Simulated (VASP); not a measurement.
Wanted: the native input for a VASP 6.6.1 run.

* Task: single point
* Functional: PBE
* Potentials or basis: VASP PAW PBE potentials, release 64 (Ti_sv, O)
* Cutoff: 520 eV
* k mesh: 8 × 8 × 8
* Occupations: gaussian, width 0.05 eV
* Spin: no spin polarisation
* Dipole correction: no
* Further INCAR settings: ALGO = Normal; EDIFF = 1e-06; NBANDS = 33

The structure of TiO2 lies in POSCAR:

```
TiO2
1.0
   -1.8994287924      1.8994287924      4.8501536222
    1.8994287924     -1.8994287924      4.8501536222
    1.8994287924      1.8994287924     -4.8501536222
Ti O
2 4
Direct
    0.0000000000      0.0000000000      0.0000000000
    0.7500000000      0.2500000000      0.5000000000
    0.2064586324      0.2064586324      0.0000000000
    0.9564586324      0.4564586324      0.5000000000
    0.5435413676      0.0435413676      0.5000000000
    0.7935413676      0.7935413676      0.0000000000
```

The input as run:

INCAR

```
PREC = Accurate ; ENCUT = 520
EDIFF = 1E-6 ; ISMEAR = 0
SIGMA = 0.05 ; LREAL = F
LASPH = T ; NELM = 60
ALGO = Normal ; ISIF = 2
LWAVE = F ; LCHARG = F
GGA = PE ; NBANDS = 33
```

KPOINTS

```
Automatic mesh
0
Gamma
  8 8 8
```

Potentials or basis: VASP PAW PBE potentials, release 64 (Ti_sv, O).

Launch:

```bash
$ cat potpaw_PBE.64/Ti_sv/POTCAR potpaw_PBE.64/O/POTCAR > POTCAR
$ mpirun -np 1 vasp_std > vasp.out
```

It gave:

| Quantity | Value |
| --- | --- |
| Pressure | 0.7 GPa |
| Largest force | 0.018 eV/Å |
| Band gap on the k mesh | 2.14 eV (least direct gap 2.41 eV) |

It took 5.7 min on 1 thread of Intel(R) Xeon(R) Platinum 8488C (Sapphire Rapids) (shared host), peak memory 0.31 GiB.
